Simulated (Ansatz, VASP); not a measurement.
One calculation of Ge, two programs

The input INCAR:

```
SYSTEM = Ge
PREC = Accurate ; ENCUT = 520
EDIFF = 1E-8 ; ISMEAR = -1
SIGMA = 0.05 ; LREAL = .False.
LASPH = .True. ; NELM = 60
ALGO = Normal ; ISIF = 2
LWAVE = .False. ; LCHARG = .False.
GGA = PE ; LEFG = .True.
NBANDS = 36
```

Contents of KPOINTS:

```
Automatic mesh
0
Gamma
  11 11 6
  0 0 0
```

File POSCAR:

```
Ge
1.0
    4.0501916896      0.0000000000      0.0000000000
   -2.0250958448      3.5075688934      0.0000000000
    0.0000000000      0.0000000000      6.6862218294
Ge
4
Direct
    0.6666666667      0.3333333333      0.0629012500
    0.3333333333      0.6666666667      0.5629012500
    0.6666666667      0.3333333333      0.4370987500
    0.3333333333      0.6666666667      0.9370987500
```

Input for Ansatz:

```yaml
crystal:
  lattice:
    - [4.0501916896, 0.0, 0.0]
    - [-2.0250958448, 3.5075688934, 0.0]
    - [0.0, 0.0, 6.6862218294]
  atoms:
    - { symbol: Ge, position: [0.6666666667, 0.3333333333, 0.06290125] }
    - { symbol: Ge, position: [0.3333333333, 0.6666666667, 0.56290125] }
    - { symbol: Ge, position: [0.6666666667, 0.3333333333, 0.43709875] }
    - { symbol: Ge, position: [0.3333333333, 0.6666666667, 0.93709875] }
kpoints:
  mp_grid: { grid: [11, 11, 6] }
scf:
  occupations: { method: fermi_dirac, width: 0.05 }
hamiltonian:
  xc: pbe
  pseudopotentials: { kind: all_electron, datasets: crystal }
output:
  forces: true
  stress: true
  eigenvalues: true
  efg: { contact_densities: true }
```

Change from the starting cell: volume scaled by 1.04, crystal datasets.

Alike in both runs: task electric field gradients; functional PBE; k mesh 11 × 11 × 6; occupations fermi-dirac, width 0.05 eV; no spin polarisation.

|  | VASP | Ansatz |
| --- | --- | --- |
| version | VASP 6.6.1 | Ansatz 0.2.0 |
| potentials or method | VASP PAW PBE potentials, release 64 (Ge_d), cutoff 520 eV | all-electron PAW with datasets made for the crystal, scalar-relativistic |

|  | VASP | Ansatz | Ansatz less VASP |
| --- | --- | --- | --- |
| pressure (GPa) | 0.2 | 0.3 | +0.05 |
| traceless stress, the component that is largest in VASP (GPa) | -0.07 | -0.08 | -0.005 |
| rms of the force components (eV/Å) | 0.003 | 0.004 | +0.0005 |
| size of Vzz on the site where it differs most (V/Å²) | 7.2 | 7.3 | +0.13 |

Atom by atom the forces differ by 0.000 eV/Å (rms over components). Ansatz ran all-electron here, and VASP with PAW potentials.
